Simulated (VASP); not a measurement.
# Mo (I4mm) in VASP: a series of runs

The runs below take Mo through single point, with PBE.

All numbers are computed with VASP 6.6.1; they aren't measurements. Logs are shortened: lines on timing, memory, paths and dates and some standing lists are left out, and cuts for length are marked.

## (1) The cell of the first run

Symmetry: I4mm, No. 107, tetragonal system. Conventional cell: a = 6.284 Å, b = 6.284 Å, c = 6.284 Å, α = 90.00°, β = 90.00°, γ = 90.00°. Mo (site symmetry 4mm) has 14 Mo at 2.65 to 3.26 Å within 3.5 Å. Within 3.5 Å of Mo (site symmetry m) lie 14 Mo at 2.65 to 3.14 Å. Within 3.6 Å of Mo (site symmetry 4mm) lie 14 Mo at 2.72 to 3.26 Å. Within 3.6 Å of Mo (site symmetry 2mm) lie 14 Mo at 2.72 to 3.14 Å.

## (2) Single point, PBE (atom 1 (Mo) moved -0.120 Å along Cartesian [1 0 0])

File INCAR:

```
PREC = Accurate
ENCUT = 520
EDIFF = 1E-6
ISMEAR = 0
SIGMA = 0.15
LREAL = F
LASPH = T
NELM = 80
ALGO = Fast
ISIF = 2
LWAVE = F
LCHARG = F
GGA = PE
NBANDS = 66
```

File KPOINTS:

```
Automatic mesh
0
Gamma
  12 12 12
```

File POSCAR:

```
Mo
1.0
   -3.1420000000     -3.1420000000      3.1420000000
   -3.1420000000      3.1420000000     -3.1420000000
    3.1420000000     -3.1420000000     -3.1420000000
Mo
8
Direct
    0.5190961171      0.5190961171      0.5000000000
    0.0000000000      0.5000000000      0.5000000000
    0.5000000000      0.0000000000      0.5000000000
    0.0000000000      0.0000000000      0.5000000000
    0.5000000000      0.5000000000      0.0000000000
    0.0000000000      0.5000000000      0.0000000000
    0.5000000000      0.0000000000      0.0000000000
    0.0000000000      0.0000000000      0.0000000000
```

Potentials or basis: VASP PAW PBE potentials, release 64 (Mo_sv).

Run with:

```sh
cat potpaw_PBE.64/Mo_sv/POTCAR > POTCAR
mpirun -np 1 vasp_std > vasp.out
```

OUTCAR:

```text
PREC = Accurate
   ENCUT = 520
   EDIFF = 1E-6
   ISMEAR = 0
   LREAL = F
   LASPH = T
   NELM = 80
   ISIF = 2
   GGA = PE

 ion  position               nearest neighbor table
   1  0.519  0.519  0.500-   2 2.65   3 2.65   8 2.65   5 2.65   5 2.79   3 2.79   2 2.79   8 2.79
                             4 3.02   7 3.14   7 3.14   6 3.14   6 3.14   4 3.26
   2  0.000  0.500  0.500-   1 2.65   4 2.72   6 2.72   7 2.72   6 2.72   4 2.72   7 2.72   1 2.79
                             3 3.14   5 3.14   8 3.14   5 3.14   3 3.14   8 3.14
   3  0.500  0.000  0.500-   1 2.65   4 2.72   6 2.72   7 2.72   7 2.72   4 2.72   6 2.72   1 2.79
                             2 3.14   5 3.14   5 3.14   8 3.14   2 3.14   8 3.14
   4  0.000  0.000  0.500-   2 2.72   3 2.72   5 2.72   8 2.72   8 2.72   2 2.72   3 2.72   5 2.72
                             1 3.02   6 3.14   7 3.14   7 3.14   6 3.14   1 3.26
   5  0.500  0.500  0.000-   1 2.65   4 2.72   6 2.72   7 2.72   7 2.72   6 2.72   4 2.72   1 2.79
                             2 3.14   3 3.14   8 3.14   2 3.14   8 3.14   3 3.14
   6  0.000  0.500  0.000-   2 2.72   3 2.72   5 2.72   8 2.72   2 2.72   8 2.72   5 2.72   3 2.72
                             4 3.14   7 3.14   7 3.14   4 3.14   1 3.14   1 3.14
   7  0.500  0.000  0.000-   2 2.72   3 2.72   5 2.72   8 2.72   3 2.72   5 2.72   8 2.72   2 2.72
                             6 3.14   4 3.14   6 3.14   4 3.14   1 3.14   1 3.14
   8  0.000  0.000  0.000-   1 2.65   6 2.72   7 2.72   4 2.72   4 2.72   6 2.72   7 2.72   1 2.79
                             3 3.14   2 3.14   2 3.14   5 3.14   3 3.14   5 3.14

  LATTYP: Found a body centered cubic cell.
 ALAT       =     6.2840000000

  Lattice vectors:

 A1 = (  -3.1420000000,  -3.1420000000,   3.1420000000)
 A2 = (  -3.1420000000,   3.1420000000,  -3.1420000000)
 A3 = (   3.1420000000,  -3.1420000000,  -3.1420000000)

Analysis of symmetry for initial positions (statically):
=====================================================================
 Subroutine PRICEL returns:
 Original cell was already a primitive cell.

 Routine SETGRP: Setting up the symmetry group for a
 body centered cubic supercell.

 Subroutine GETGRP returns: Found  8 space group operations
 (whereof  2 operations were pure point group operations)
 out of a pool of 48 trial point group operations.

The static configuration has the point symmetry C_1h.
 The point group associated with its full space group is C_4v.

Analysis of symmetry for dynamics (positions and initial velocities):
=====================================================================
 Subroutine PRICEL returns:
 Original cell was already a primitive cell.

 Routine SETGRP: Setting up the symmetry group for a
 body centered cubic supercell.

 Subroutine GETGRP returns: Found  8 space group operations
 (whereof  2 operations were pure point group operations)
 out of a pool of 48 trial point group operations.

The dynamic configuration has the point symmetry C_1h.
 The point group associated with its full space group is C_4v.

 Subroutine INISYM returns: Found  8 space group operations
 (whereof  2 operations are pure point group operations),
 and found     1 'primitive' translations

----------------------------------------------------------------------------------------

                                     Primitive cell

  volume of cell :     124.0734

  direct lattice vectors                    reciprocal lattice vectors
    -3.142000000 -3.142000000  3.142000000    -0.159134309 -0.159134309  0.000000000
    -3.142000000  3.142000000 -3.142000000    -0.159134309  0.000000000 -0.159134309
     3.142000000 -3.142000000 -3.142000000     0.000000000 -0.159134309 -0.159134309

  length of vectors
     5.442103637  5.442103637  5.442103637     0.225049899  0.225049899  0.225049899

  position of ions in fractional coordinates (direct lattice)
     0.519096117  0.519096117  0.500000000
     0.000000000  0.500000000  0.500000000
     0.500000000  0.000000000  0.500000000
     0.000000000  0.000000000  0.500000000
     0.500000000  0.500000000  0.000000000
     0.000000000  0.500000000  0.000000000
     0.500000000  0.000000000  0.000000000
     0.000000000  0.000000000  0.000000000

  ion indices of the primitive-cell ions
   primitive index   ion index
                 1           1
                 2           2
                 3           3
                 4           4
                 5           5
                 6           6
                 7           7
                 8           8

----------------------------------------------------------------------------------------

 KPOINTS: Automatic mesh

Automatic generation of k-mesh.
 Grid dimensions read from file:
 generate k-points for:   12   12   12

 Generating k-lattice:

  Cartesian coordinates                     Fractional coordinates (reciprocal lattice)
    -0.013261192 -0.013261192  0.000000000     0.083333333  0.000000000  0.000000000
    -0.013261192  0.000000000 -0.013261192     0.000000000  0.083333333  0.000000000
     0.000000000 -0.013261192 -0.013261192     0.000000000  0.000000000  0.083333333

  Length of vectors
     0.018754158  0.018754158  0.018754158

  Shift w.r.t. Gamma in fractional coordinates (k-lattice)
     0.000000000  0.000000000  0.000000000

 Subroutine IBZKPT returns following result:
 ===========================================

 Found    163 irreducible k-points:

 Following reciprocal coordinates:
            Coordinates               Weight
  0.000000  0.000000  0.000000      1.000000
  0.083333  0.000000  0.000000      8.000000
  0.000000  0.000000  0.083333      4.000000
  0.166667  0.000000  0.000000      8.000000
  0.000000  0.000000  0.166667      4.000000
  0.250000  0.000000  0.000000      8.000000
[... 16 lines left out ...]
 -0.000000  0.333333  0.083333     16.000000
  0.083333 -0.000000  0.333333     16.000000
 [... further k-points ...]
   k-points           NKPTS =    163   k-points in BZ     NKDIM =    163   number of bands    NBANDS=     66
   number of dos      NEDOS =    301   number of ions     NIONS =      8
   total plane-waves  NPLWV =  64000
   dimension x,y,z NGX =    40 NGY =   40 NGZ =   40
   dimension x,y,z NGXF=    80 NGYF=   80 NGZF=   80
   ions per type =               8
   NGX,Y,Z   is equivalent  to a cutoff of  12.22, 12.22, 12.22 a.u.
   NGXF,Y,Z  is equivalent  to a cutoff of  24.44, 24.44, 24.44 a.u.
 SYSTEM =  unknown system
   PREC   = accura    normal or accurate (medium, high low for compatibility)
   ISTART =      0    job   : 0-new  1-cont  2-samecut
   ICHARG =      2    charge: 1-file 2-atom 10-const
   ISPIN  =      1    spin polarized calculation?
   LNONCOLLINEAR =      F non collinear calculations
   LSORBIT =      F    spin-orbit coupling
   LASPH  =      T    aspherical Exc in radial PAW
   ENCUT  =  520.0 eV  38.22 Ry    6.18 a.u.  10.12 10.12 10.12*2*pi/ulx,y,z
   NELM   =     80;   NELMIN=  2; NELMDL= -5     # of ELM steps
   EDIFF  = 0.1E-05   stopping-criterion for ELM
   LREAL  =      F    real-space projection
   EDIFFG = 0.1E-04   stopping-criterion for IOM
   NSW    =      0    number of steps for IOM
   IBRION =     -1    ionic relax: 0-MD 1-quasi-New 2-CG
   NFREE  =      0    steps in history (QN), initial steepest desc. (CG)
   ISIF   =      2    stress and relaxation
   ISYM   =      2    0-nonsym 1-usesym 2-fastsym
   POTIM  = 0.5000    time-step for ionic-motion
   TEBEG  =    0.0;   TEEND  =   0.0 temperature during run
   PSTRESS=    0.0 pullay stress
   NELECT =     112.0000    total number of electrons
   NUPDOWN=      -1.0000    fix difference up-down
   EMIN   =  10.00;   EMAX   =-10.00  energy-range for DOS
   EFERMI =   0.00;   METHOD = LEGACY
   ISMEAR =     0;   SIGMA  =   0.15  broadening in eV -4-tet -1-fermi 0-gaus
   EFERMI_NEDOS =   21; number of points for ismear=-14 and -15
   IALGO  =     68    algorithm
   IMIX   =      4    mixing-type and parameters
     AMIX     =   0.40;   BMIX     =  1.00
     AMIX_MAG =   1.60;   BMIX_MAG =  1.00
  volume/ion in A,a.u.               =      15.51       104.66
  Fermi-wavevector in a.u.,A,eV,Ry     =   1.582176  2.989878 34.059184  2.503279
  Thomas-Fermi vector in A             =   2.682139
   LORBIT       =      0    0 simple, 1 ext, 2 COOP (PROOUT), +10 PAW based schemes
   GGA     = PE    functional components
   LHFCALC =     F    Hartree Fock is set to
   AEXX    =    0.0000 exact exchange contribution
   IVDW    =     0    specifies the selected vdW correction
   LEPSILON=     F    determine dielectric tensor
   LRPA    =     F    only Hartree local field effects (RPA)
 non-spin polarized calculation
 RMM-DIIS sequential band-by-band and
 Gauss-broadening in eV      SIGMA  =   0.15
  energy-cutoff  :      520.00
  volume of cell :      124.07
 maximum number of plane-waves:      3370
   NGX = 21   NGY = 21   NGZ = 21

 number of electron     112.0000000 magnetization

 Free energy of the ion-electron system (eV)
  ---------------------------------------------------
  ext. energy  EPLUGINS =         0.00000000
  ---------------------------------------------------
  free energy    TOTEN  =       -87.37500378 eV

  energy without entropy =      -87.31508227  energy(sigma->0) =      -87.34504302

 E-fermi :  12.7447     XC(G=0): -13.4328

 val. band max:       12.7443801335   @ k =  -0.4167   0.4167   0.4167
 cond. band min:      12.7450171590   @ k =   0.5000   0.3333  -0.4167
 fundamental gap:      0.0006370255
 Fermi energy:        12.7446669064

 k-point     1 :       0.0000    0.0000    0.0000
  band No.  band energies     occupation
      1     -48.5598      2.00000
      2     -48.2904      2.00000
      3     -48.2863      2.00000
      4     -48.2826      2.00000
      5     -48.2826      2.00000
      6     -48.2826      2.00000
[... 58 lines left out ...]
     65      15.0652      0.00000
     66      15.0682      0.00000

 k-point     2 :       0.0833    0.0000    0.0000
  band No.  band energies     occupation
      1     -48.5552      2.00000
      2     -48.2921      2.00000
      3     -48.2875      2.00000
      4     -48.2838      2.00000
      5     -48.2827      2.00000
      6     -48.2826      2.00000
[... 1507 lines left out ...]
     65      14.3663      0.00000
     66      14.5618      0.00000

 k-point    24 :       0.0833   -0.0000    0.3333
  band No.  band energies     occupation
      1     -48.4738      2.00000
      2     -48.3698      2.00000
      3     -48.3066      2.00000
      4     -48.2975      2.00000
      5     -48.2725      2.00000
      6     -48.2612      2.00000
[... 58 lines left out ...]
     65      14.3723      0.00000
     66      14.5452      0.00000

 [... further k-points ...]
[... 5 lines left out ...]
  --------------------------------------------------------------------------------------
  -------------------------------------------------------------------------------------
  Total        4.7759278      4.3250541      4.3250541      0.0000000      0.0000000     -0.0000000
  in kB       61.6722509     55.8500538     55.8500538      0.0000000      0.0000000     -0.0000000
  external PRESSURE =      57.7907861 kB  Pullay stress =       0.0000000 kB

 VOLUME and BASIS-vectors are now :
 -----------------------------------------------------------------------------
  energy-cutoff  :      520.00
  volume of cell :      124.07
      direct lattice vectors                 reciprocal lattice vectors
    -3.142000000 -3.142000000  3.142000000    -0.159134309 -0.159134309  0.000000000
    -3.142000000  3.142000000 -3.142000000    -0.159134309  0.000000000 -0.159134309
     3.142000000 -3.142000000 -3.142000000     0.000000000 -0.159134309 -0.159134309

 POSITION                                       TOTAL-FORCE (eV/Angst)
 -----------------------------------------------------------------------------------
     -1.69100     -1.57100     -1.57100         1.571962      0.000000     -0.000000
      0.00000      0.00000     -3.14200        -0.152017     -0.193010      0.193010
      0.00000     -3.14200      0.00000        -0.152017      0.193010     -0.193010
      1.57100     -1.57100     -1.57100        -0.784228      0.000000     -0.000000
     -3.14200      0.00000      0.00000        -0.152017      0.193010      0.193010
     -1.57100      1.57100     -1.57100        -0.089834      0.000000     -0.000000
     -1.57100     -1.57100      1.57100        -0.089834      0.000000     -0.000000
      0.00000      0.00000      0.00000        -0.152017     -0.193010     -0.193010
 -----------------------------------------------------------------------------------
    total drift:                               -0.000026      0.000000      0.000000

  FREE ENERGIE OF THE ION-ELECTRON SYSTEM (eV)
  ---------------------------------------------------
  free  energy   TOTEN  =       -87.3750037800 eV

  energy  without entropy=      -87.3150822650  energy(sigma->0) =      -87.34504302
```

It took 45 min on 1 thread of Oxide Virtual Turin-like, shared host; peak memory 0.83 GiB.

What came out:

```yaml
Free_energy: -87.3750 eV
Pressure: 5.8 GPa
Largest_force: 1.572 eV/Å
Band_gap_on_the_k_mesh: zero (bands 56 and 57 overlap by 2.28 eV)
```

Forces in eV/Å, atoms in the order of the input:
```
Mo   1.572  0.000  0.000
Mo  -0.152 -0.193  0.193
Mo  -0.152  0.193 -0.193
Mo  -0.784  0.000  0.000
Mo  -0.152  0.193  0.193
Mo  -0.090  0.000  0.000
Mo  -0.090  0.000  0.000
Mo  -0.152 -0.193 -0.193
```

Levels at points of the mesh, in eV from the Fermi level:
```csv
k point,band 52,band 53,band 54,band 55,band 56,band 57,band 58,band 59,band 60,band 61
"(0.00, 0.00, 0.00)",1.56,1.56,1.57,1.61,1.63,1.63,1.66,1.67,1.67,1.76
"(0.50, 0.00, 0.00)",-1.72,-1.64,-1.44,-0.92,-0.71,0.23,0.31,0.92,1.06,1.12
"(0.00, 0.00, 0.50)",-1.70,-1.60,-1.60,-0.79,-0.79,0.25,0.28,1.04,1.07,1.10
"(0.50, 0.50, 0.50)",-0.82,-0.73,-0.65,-0.65,-0.65,-0.65,-0.65,-0.65,-0.64,-0.45
```

Caveat: the cell differs from its parent crystal (atom 1 (Mo) moved -0.120 Å along Cartesian [1 0 0]); the cell stands under pressure; forces of over 1 eV/Å act on the atoms, so gaps and moduli don't describe the material at rest.

(Continued in part 2 of 2.)
